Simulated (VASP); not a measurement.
# O (Fm-3m) in VASP: notebook

Runs on O. Level: LDA. Tasks: single point.

Program: VASP 6.6.1. These are calculated values, not measurements. Logs are shortened: lines on timing, memory, paths and dates and some standing lists are left out, and cuts for length are marked.

## 1. The cell of the first run

Symmetry: Fm-3m, No. 225, cubic system. The conventional cell has a = 2.735 Å, b = 2.735 Å, c = 2.735 Å, α = 90.00°, β = 90.00°, γ = 90.00°. O (site symmetry m-3m) has 12 O at 1.93 Å within 2.6 Å.

## 2. Single point, LDA (5.12 Å³/atom)

The input, INCAR:

```
ALGO = Normal
EDIFF = 1E-6
ENCUT = 600
GGA = CA
GGA_COMPAT = F
ISIF = 2
ISMEAR = -1
LASPH = T
LCHARG = F
LREAL = F
LWAVE = F
NBANDS = 9
NELM = 120
PREC = Accurate
SIGMA = 0.05
```

The input, KPOINTS:

```
k-points
0
Gamma
  21 21 21
```

The input, POSCAR:

```
O
1.0
    0.0000000000      1.3676937866      1.3676937866
    1.3676937866      0.0000000000      1.3676937866
    1.3676937866      1.3676937866      0.0000000000
O
1
Direct
    0.0000000000      0.0000000000      0.0000000000
```

Potentials or basis: VASP PAW LDA potentials, release 64 (O).

Launch:

```sh
$ cat potpaw_LDA.64/O/POTCAR > POTCAR
$ mpirun -np 1 vasp_std > vasp.out
```

OUTCAR:

```text
EDIFF = 1E-6
   ENCUT = 600
   GGA = CA
   ISIF = 2
   ISMEAR = -1
   LASPH = T
   LREAL = F
   NELM = 120
   PREC = Accurate

 ion  position               nearest neighbor table
   1  0.000  0.000  0.000-

  LATTYP: Found a face centered cubic cell.
 ALAT       =     2.7353875732

  Lattice vectors:

 A1 = (   0.0000000000,   1.3676937866,   1.3676937866)
 A2 = (   1.3676937866,   0.0000000000,   1.3676937866)
 A3 = (   1.3676937866,   1.3676937866,   0.0000000000)

Analysis of symmetry for initial positions (statically):
=====================================================================
 Subroutine PRICEL returns:
 Original cell was already a primitive cell.

 Routine SETGRP: Setting up the symmetry group for a
 face centered cubic supercell.

 Subroutine GETGRP returns: Found 48 space group operations
 (whereof 48 operations were pure point group operations)
 out of a pool of 48 trial point group operations.

The static configuration has the point symmetry O_h .

Analysis of symmetry for dynamics (positions and initial velocities):
=====================================================================
 Subroutine PRICEL returns:
 Original cell was already a primitive cell.

 Routine SETGRP: Setting up the symmetry group for a
 face centered cubic supercell.

 Subroutine GETGRP returns: Found 48 space group operations
 (whereof 48 operations were pure point group operations)
 out of a pool of 48 trial point group operations.

The dynamic configuration has the point symmetry O_h .

 Subroutine INISYM returns: Found 48 space group operations
 (whereof 48 operations are pure point group operations),
 and found     1 'primitive' translations

----------------------------------------------------------------------------------------

                                     Primitive cell

  volume of cell :       5.1168

  direct lattice vectors                    reciprocal lattice vectors
     0.000000000  1.367693787  1.367693787    -0.365578907  0.365578907  0.365578907
     1.367693787  0.000000000  1.367693787     0.365578907 -0.365578907  0.365578907
     1.367693787  1.367693787  0.000000000     0.365578907  0.365578907 -0.365578907

  length of vectors
     1.934211102  1.934211102  1.934211102     0.633201242  0.633201242  0.633201242

  position of ions in fractional coordinates (direct lattice)
     0.000000000  0.000000000  0.000000000

  ion indices of the primitive-cell ions
   primitive index   ion index
                 1           1

----------------------------------------------------------------------------------------

 KPOINTS: k-points

Automatic generation of k-mesh.
 Grid dimensions read from file:
 generate k-points for:   21   21   21

 Generating k-lattice:

  Cartesian coordinates                     Fractional coordinates (reciprocal lattice)
    -0.017408519  0.017408519  0.017408519     0.047619048  0.000000000  0.000000000
     0.017408519 -0.017408519  0.017408519     0.000000000  0.047619048  0.000000000
     0.017408519  0.017408519 -0.017408519     0.000000000  0.000000000  0.047619048

  Length of vectors
     0.030152440  0.030152440  0.030152440

  Shift w.r.t. Gamma in fractional coordinates (k-lattice)
     0.000000000  0.000000000  0.000000000

 Subroutine IBZKPT returns following result:
 ===========================================

 Found    286 irreducible k-points:

 Following reciprocal coordinates:
            Coordinates               Weight
  0.000000  0.000000  0.000000      1.000000
  0.047619  0.000000  0.000000      8.000000
  0.095238  0.000000  0.000000      8.000000
  0.142857  0.000000  0.000000      8.000000
  0.190476  0.000000  0.000000      8.000000
  0.238095  0.000000  0.000000      8.000000
[... 16 lines left out ...]
 -0.428571  0.047619  0.000000     24.000000
 -0.380952  0.047619  0.000000     24.000000
 [... further k-points ...]
   k-points           NKPTS =    286   k-points in BZ     NKDIM =    286   number of bands    NBANDS=      9
   number of dos      NEDOS =    301   number of ions     NIONS =      1
   total plane-waves  NPLWV =   4096
   dimension x,y,z NGX =    16 NGY =   16 NGZ =   16
   dimension x,y,z NGXF=    32 NGYF=   32 NGZF=   32
   ions per type =               1
   NGX,Y,Z   is equivalent  to a cutoff of  13.75, 13.75, 13.75 a.u.
   NGXF,Y,Z  is equivalent  to a cutoff of  27.50, 27.50, 27.50 a.u.
 SYSTEM =  unknown system
   PREC   = accura    normal or accurate (medium, high low for compatibility)
   ISTART =      0    job   : 0-new  1-cont  2-samecut
   ICHARG =      2    charge: 1-file 2-atom 10-const
   ISPIN  =      1    spin polarized calculation?
   LNONCOLLINEAR =      F non collinear calculations
   LSORBIT =      F    spin-orbit coupling
   LASPH  =      T    aspherical Exc in radial PAW
   ENCUT  =  600.0 eV  44.10 Ry    6.64 a.u.   3.86  3.86  3.86*2*pi/ulx,y,z
   NELM   =    120;   NELMIN=  2; NELMDL= -5     # of ELM steps
   EDIFF  = 0.1E-05   stopping-criterion for ELM
   LREAL  =      F    real-space projection
   EDIFFG = 0.1E-04   stopping-criterion for IOM
   NSW    =      0    number of steps for IOM
   IBRION =     -1    ionic relax: 0-MD 1-quasi-New 2-CG
   NFREE  =      0    steps in history (QN), initial steepest desc. (CG)
   ISIF   =      2    stress and relaxation
   ISYM   =      2    0-nonsym 1-usesym 2-fastsym
   POTIM  = 0.5000    time-step for ionic-motion
   TEBEG  =    0.0;   TEEND  =   0.0 temperature during run
   PSTRESS=    0.0 pullay stress
   NELECT =       6.0000    total number of electrons
   NUPDOWN=      -1.0000    fix difference up-down
   EMIN   =  10.00;   EMAX   =-10.00  energy-range for DOS
   EFERMI =   0.00;   METHOD = LEGACY
   ISMEAR =    -1;   SIGMA  =   0.05  broadening in eV -4-tet -1-fermi 0-gaus
   EFERMI_NEDOS =   21; number of points for ismear=-14 and -15
   IALGO  =     38    algorithm
   IMIX   =      4    mixing-type and parameters
     AMIX     =   0.40;   BMIX     =  1.00
     AMIX_MAG =   1.60;   BMIX_MAG =  1.00
  volume/ion in A,a.u.               =       5.12        34.53
  Fermi-wavevector in a.u.,A,eV,Ry     =   1.726340  3.262310 40.548768  2.980250
  Thomas-Fermi vector in A             =   2.801671
   LORBIT       =      0    0 simple, 1 ext, 2 COOP (PROOUT), +10 PAW based schemes
   GGA     = CA    functional components
   LHFCALC =     F    Hartree Fock is set to
   AEXX    =    0.0000 exact exchange contribution
   IVDW    =     0    specifies the selected vdW correction
   LEPSILON=     F    determine dielectric tensor
   LRPA    =     F    only Hartree local field effects (RPA)
 non-spin polarized calculation
  energy-cutoff  :      600.00
  volume of cell :        5.12
 maximum number of plane-waves:       182
   NGX =  7   NGY =  7   NGZ =  7

 number of electron       5.9999997 magnetization

 Free energy of the ion-electron system (eV)
  ---------------------------------------------------
  ext. energy  EPLUGINS =         0.00000000
  ---------------------------------------------------
  free energy    TOTEN  =        -2.40814778 eV

  energy without entropy =       -2.40262039  energy(sigma->0) =       -2.40538409

 E-fermi :   8.5619     XC(G=0): -15.2444

 val. band max:        8.5570108887   @ k =   0.2381   0.1905   0.0476
 cond. band min:       8.5887578275   @ k =   0.3333   0.2857   0.0476
 fundamental gap:      0.0317469388
 Fermi energy:         8.5618913180

 k-point     1 :       0.0000    0.0000    0.0000
  band No.  band energies     occupation
      1     -18.5962      2.00000
      2      12.0041      0.00000
      3      12.0041      0.00000
      4      12.0041      0.00000
      5      37.0363      0.00000
      6      48.9338      0.00000
      7      48.9338      0.00000
      8      48.9338      0.00000
      9      54.7727      0.00000

 k-point     2 :       0.0476    0.0000    0.0000
  band No.  band energies     occupation
      1     -18.4896      2.00000
      2      11.7327      0.00000
      3      11.9675      0.00000
      4      11.9675      0.00000
      5      37.1237      0.00000
      6      47.6029      0.00000
      7      49.0648      0.00000
      8      49.0648      0.00000
      9      56.3585      0.00000

 k-point     3 :       0.0952    0.0000    0.0000
  band No.  band energies     occupation
      1     -18.1710      2.00000
      2      10.9392      0.00000
      3      11.8621      0.00000
      4      11.8621      0.00000
      5      37.3635      0.00000
      6      45.3517      0.00000
      7      49.3973      0.00000
      8      49.3973      0.00000
      9      58.9319      0.00000

 k-point     4 :       0.1429    0.0000    0.0000
  band No.  band energies     occupation
      1     -17.6433      2.00000
      2       9.6816      0.00000
      3      11.7008      0.00000
      4      11.7008      0.00000
      5      37.6842      0.00000
      6      43.2960      0.00000
      7      49.7216      0.00000
      8      49.7216      0.00000
      9      59.1230      0.00000
[... 205 lines left out ...]
 k-point    22 :      -0.4762    0.0476    0.0000
  band No.  band energies     occupation
      1      -9.8136      2.00000
      2      -3.2154      2.00000
      3      10.2803      0.00000
      4      10.4958      0.00000
      5      36.1224      0.00000
      6      40.2350      0.00000
      7      45.5458      0.00000
      8      45.8694      0.00000
      9      55.2584      0.00000

 k-point    23 :      -0.4286    0.0476    0.0000
  band No.  band energies     occupation
      1     -10.4989      2.00000
      2      -2.3584      2.00000
      3      10.2489      0.00000
      4      10.6044      0.00000
      5      36.2252      0.00000
      6      40.2914      0.00000
      7      45.6702      0.00000
      8      45.9900      0.00000
      9      55.3661      0.00000

 k-point    24 :      -0.3810    0.0476    0.0000
  band No.  band energies     occupation
      1     -11.7391      2.00000
      2      -0.6998      2.00000
      3      10.2818      0.00000
      4      10.7624      0.00000
      5      36.4726      0.00000
      6      40.3702      0.00000
      7      45.9465      0.00000
      8      46.3962      0.00000
      9      55.6343      0.00000

 [... further k-points ...]

------------------------ aborting loop because EDIFF is reached ----------------------------------------

  FORCE on cell =-STRESS in cart. coord.  units (eV):
  Direction    XX          YY          ZZ          XY          YZ          ZX
  --------------------------------------------------------------------------------------
  -------------------------------------------------------------------------------------
  Total        4.6097433      4.6097433      4.6097433     -0.0000000      0.0000000      0.0000000
  in kB     1443.4133012   1443.4133012   1443.4133012     -0.0000000      0.0000000      0.0000000
  external PRESSURE =    1443.4133012 kB  Pullay stress =       0.0000000 kB

 VOLUME and BASIS-vectors are now :
 -----------------------------------------------------------------------------
  energy-cutoff  :      600.00
  volume of cell :        5.12
      direct lattice vectors                 reciprocal lattice vectors
     0.000000000  1.367693787  1.367693787    -0.365578907  0.365578907  0.365578907
     1.367693787  0.000000000  1.367693787     0.365578907 -0.365578907  0.365578907
     1.367693787  1.367693787  0.000000000     0.365578907  0.365578907 -0.365578907

 POSITION                                       TOTAL-FORCE (eV/Angst)
 -----------------------------------------------------------------------------------
      0.00000      0.00000      0.00000         0.000000      0.000000     -0.000000
 -----------------------------------------------------------------------------------
    total drift:                                0.000000      0.000000     -0.000000

  FREE ENERGIE OF THE ION-ELECTRON SYSTEM (eV)
  ---------------------------------------------------
  free  energy   TOTEN  =        -2.4081477835 eV

  energy  without entropy=       -2.4026203874  energy(sigma->0) =       -2.40538409
```

Wall time 6.4 s (1 thread of Intel Xeon 8259CL, shared host); peak memory 0.12 GiB.

What came out:

* Free energy: -2.4081 eV
* Pressure: 144.3 GPa
* Band gap on the k mesh: zero (bands 3 and 4 overlap by 6.55 eV)

Levels at points of the mesh, in eV from the Fermi level:
```csv
k point,band 1,band 2,band 3,band 4,band 5,band 6,band 7,band 8
"(0.00, 0.00, 0.00)",-27.16,3.44,3.44,3.44,28.47,40.37,40.37,40.37
```

Caveat: the cell stands under pressure.

## 3. Single point, LDA

This run uses another cell than the first one, of 5.14 Å³/atom.

The input, INCAR:

```
  ALGO = Normal
  EDIFF = 1E-6
  ENCUT = 600
  GGA = CA
  GGA_COMPAT = False
  ISIF = 2
  ISMEAR = -1
  LASPH = True
  LCHARG = False
  LREAL = False
  LWAVE = False
  NBANDS = 9
  NELM = 120
  PREC = Accurate
  SIGMA = 0.05
```

KPOINTS is that of step 2.

The input, POSCAR:

```
O
1.0
    0.0000000000      1.3700694532      1.3700694532
    1.3700694532      0.0000000000      1.3700694532
    1.3700694532      1.3700694532      0.0000000000
O
1
Direct
    0.0000000000      0.0000000000      0.0000000000
```

Potentials or basis: VASP PAW LDA potentials, release 64 (O).

Launch:

```sh
$ cat potpaw_LDA.64/O/POTCAR > POTCAR
$ mpirun -np 1 vasp_std > vasp.out
```

Run time: 6.6 s. Hardware: 1 thread of Intel Xeon 8259CL, shared host; peak memory 0.12 GiB.

Results (log left out):

```yaml
Free_energy: -2.4321 eV
Pressure: 140.6 GPa
Band_gap_on_the_k_mesh: zero (bands 3 and 4 overlap by 6.50 eV)
```

Levels at points of the mesh, in eV from the Fermi level:
```csv
k point,band 1,band 2,band 3,band 4,band 5,band 6,band 7
"(0.00, 0.00, 0.00)",-27.07,3.42,3.42,3.42,28.32,40.29,40.29
```

Caveat: the cell stands under pressure.

## 4. Single point, LDA

This run uses another cell than the first one, of 5.14 Å³/atom.

The input, INCAR:

```
SYSTEM = O
PREC     = Accurate       ! precision mode
ENCUT    = 600            ! plane-wave cutoff, eV
EDIFF    = 1E-6           ! SCF threshold, eV
ISMEAR   = -1             ! smearing method
SIGMA    = 0.05           ! smearing width, eV
LREAL    = .False.        ! projectors in reciprocal space
LASPH    = .True.         ! aspherical terms in the spheres
NELM     = 120            ! most SCF steps
ALGO     = Normal         ! electronic algorithm
ISIF     = 2              ! what is computed and relaxed
LWAVE    = .False.        ! write WAVECAR
LCHARG   = .False.        ! write CHGCAR
GGA      = CA             ! functional
NBANDS   = 9              ! bands
GGA_COMPAT= .False.
```

The input, KPOINTS:

```
Automatic mesh
0
Gamma
  21 21 21
  0 0 0
```

The input, POSCAR:

```
O
1.0
    0.0000000000      1.3701078677      1.3701078677
    1.3701078677      0.0000000000      1.3701078677
    1.3701078677      1.3701078677      0.0000000000
O
1
Direct
    0.0000000000      0.0000000000      0.0000000000
```

Launch:

```sh
$ cat potpaw_LDA.64/O/POTCAR > POTCAR
$ mpirun -np 1 vasp_std > vasp.out
```

It took 6.4 s on 1 thread of Intel Xeon 8259CL, shared host; peak memory 0.12 GiB.

It converged, with:

| Property | Result |
| --- | --- |
| Free energy | -2.4325 eV |
| Pressure | 140.5 GPa |
| Band gap on the k mesh | zero (bands 3 and 4 overlap by 6.50 eV) |

Levels at points of the mesh, in eV from the Fermi level:
```tsv
k point	band 1	band 2	band 3	band 4	band 5	band 6	band 7
(0.00, 0.00, 0.00)	-27.06	3.42	3.42	3.42	28.32	40.29	40.29
```

Caveat: the cell stands under pressure.

## 5. Single point, LDA

This run uses another cell than the first one, of 7.20 Å³/atom.

The input, INCAR:

```
PREC     = Accurate       # precision mode
ENCUT    = 600            # plane-wave cutoff, eV
EDIFF    = 1E-6           # SCF threshold, eV
ISMEAR   = -1             # smearing method
SIGMA    = 0.05           # smearing width, eV
LREAL    = F              # projectors in reciprocal space
LASPH    = T              # aspherical terms in the spheres
NELM     = 120            # most SCF steps
ALGO     = Normal         # electronic algorithm
ISIF     = 2              # what is computed and relaxed
LWAVE    = F              # write WAVECAR
LCHARG   = F              # write CHGCAR
NBANDS   = 9              # bands
GGA_COMPAT= F
```

The input, KPOINTS:

```
regular mesh
0
Gamma
  19 19 19
```

The input, POSCAR:

```
O
1.0
    0.0000000000      1.5323771723      1.5323771723
    1.5323771723      0.0000000000      1.5323771723
    1.5323771723      1.5323771723      0.0000000000
O
1
Direct
    0.0000000000      0.0000000000      0.0000000000
```

Launch:

```sh
$ cat potpaw_LDA.64/O/POTCAR > POTCAR
$ mpirun -np 1 vasp_std > vasp.out
```

Run time: 11 s. Hardware: 1 thread of Intel Xeon 8259CL, shared host; peak memory 0.12 GiB.

Results (log left out):

```
Free energy            : -3.1069 eV
Pressure               : -0.1 GPa
Band gap on the k mesh : zero (bands 3 and 4 overlap by 3.88 eV)
```

Levels at points of the mesh, in eV from the Fermi level:
| k point | band 1 | band 2 | band 3 | band 4 | band 5 | band 6 | band 7 |
| --- | --- | --- | --- | --- | --- | --- | --- |
| (0.00, 0.00, 0.00) | -22.05 | 2.17 | 2.17 | 2.17 | 20.08 | 35.60 | 35.60 |

## 6. Overview

```tsv
cell	k mesh	gap on the mesh (eV)	pressure (GPa)
a = 1.934 Å, angles 60.0°, 1 atom	21 × 21 × 21	none	144.3
a = 1.938 Å, angles 60.0°, 1 atom	21 × 21 × 21	none	140.5
a = 2.167 Å, angles 60.0°, 1 atom	19 × 19 × 19	none	-0.1
```

Alike in all rows: task single point; level LDA; potentials or basis VASP PAW LDA potentials, release 64 (O); no spin polarisation; cutoff (eV) 600; smearing fermi-dirac 0.05 eV.

Caveats: the cell stands under pressure (at least some runs).

Total energies depend on the potentials used, so only differences within one code and one set of settings carry meaning.

The gap in the log of VASP goes by the Fermi energy; the results here count the filled bands.